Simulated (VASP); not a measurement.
Wanted: the native input for a VASP 6.6.1 run.

- Task: single point
- Functional: LDA
- Potentials or basis: VASP PAW LDA potentials, release 64 (Zr_sv)
- Cutoff: 520 eV
- k mesh: 19 × 19 × 10
- Occupations: fermi-dirac, width 0.1 eV
- Spin: no spin polarisation
- Dipole correction: no
- Further INCAR settings: ALGO = Normal; EDIFF = 1e-06; NBANDS = 19

The structure of Zr lies in POSCAR:

```
Zr
1.0
    3.0577860800      0.0000000000      0.0000000000
   -1.5288930400      2.6481204246      0.0000000000
    0.0000000000      0.0000000000      4.9499560281
Zr
2
Direct
    0.3333333333      0.6666666667      0.2500000000
    0.6666666667      0.3333333333      0.7500000000
```

These files were run (other wordings do the same):

INCAR

```
SYSTEM = Zr
PREC     = Accurate       ! precision mode
ENCUT    = 520            ! plane-wave cutoff, eV
EDIFF    = 1E-6           ! SCF threshold, eV
ISMEAR   = -1             ! smearing method
SIGMA    = 0.1            ! smearing width, eV
LREAL    = .False.        ! projectors in reciprocal space
LASPH    = .True.         ! aspherical terms in the spheres
NELM     = 80             ! most SCF steps
ALGO     = Normal         ! electronic algorithm
ISIF     = 2              ! what is computed and relaxed
LWAVE    = .False.        ! write WAVECAR
LCHARG   = .False.        ! write CHGCAR
GGA      = CA             ! functional
NBANDS   = 19             ! bands
```

KPOINTS

```
regular mesh
0
Gamma
  19 19 10
  0 0 0
```

Potentials or basis: VASP PAW LDA potentials, release 64 (Zr_sv).

Command:

```bash
$ cat potpaw_LDA.64/Zr_sv/POTCAR > POTCAR
$ mpirun -np 1 vasp_std > vasp.out
```

Results of the run:

| Quantity | Value |
| --- | --- |
| Pressure | 10.1 GPa |
| Band gap on the k mesh | zero (bands 12 and 13 overlap by 1.35 eV) |

Caveat: the cell stands under pressure.

Run time: 47 s on 1 thread of Intel(R) Xeon(R) 6975P-C (Granite Rapids) (shared host), peak memory 0.25 GiB.
